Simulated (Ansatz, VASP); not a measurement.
# Two plane-wave programs on SiC

```
Si C
1.0
     0.00000    2.01387    2.01387
     2.01387    0.00000    2.01387
     2.01387    2.01387    0.00000
Si C
1 1
Cartesian
  0.0000 0.0000 0.0000
  2.0139 2.0139 2.0139
```

Alike in both runs: task single point; functional PBE; k mesh 10 × 10 × 10; occupations fermi-dirac, width 0.02 eV; no spin polarisation.

|  | VASP | Ansatz |
| --- | --- | --- |
| version | VASP 6.6.1 | Ansatz 0.2.0 |
| potentials or method | VASP PAW PBE potentials, release 64 (Si, C) | plane waves, PAW |
| plane-wave cutoff (eV) | 520 | 420 |
| valence electrons in the cell | 8 | 8 |

Ansatz gave:

| Item | Value |
| --- | --- |
| pressure (GPa) | 5.4 |

What did VASP give for the same quantities?

Pressure (GPa): 5.6.
